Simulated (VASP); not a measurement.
Al:

```xyz
1
Lattice="0.0000 2.0248 2.0248 2.0248 0.0000 2.0248 2.0248 2.0248 0.0000" Properties=species:S:1:pos:R:3 pbc="T T T"
Al    0.0000    0.0000    0.0000
```

| Item | Value |
| --- | --- |
| Program | VASP 6.6.1 |
| Task | relaxation of cell and atoms |
| Functional | LDA |
| Potentials or basis | VASP PAW LDA potentials, release 64 (Al) |
| Cutoff | 500 eV |
| k mesh | 16 × 16 × 16 |
| Occupations | fermi-dirac, width 0.05 eV |
| Spin | no spin polarisation |

At the start: pressure -3.7 GPa; volume 16.60 Å³/atom.

Task: Where does the relaxation end?

Result: Over 3 steps the energy falls by 9.5 meV/atom and the volume is 15.81 Å³/atom (-4.7 %); space group Fm-3m (No. 225, to 0.05 Å).

The path:
```
step  energy change (eV)  largest force (eV/Å)  pressure (GPa)  volume (Å³)
   1              0.0000                0.0000           -3.70        16.60
   2             -0.0093                0.0000            0.64        15.70
   3             -0.0095                0.0000            0.01        15.81
```

Final structure:
```yaml
crystal:
  lattice:
    - [0.00000, 1.99223, 1.99223]
    - [1.99223, 0.00000, 1.99223]
    - [1.99223, 1.99223, 0.00000]
  atoms:
    - { symbol: Al, position: [0.00000, 0.00000, 0.00000] }
```
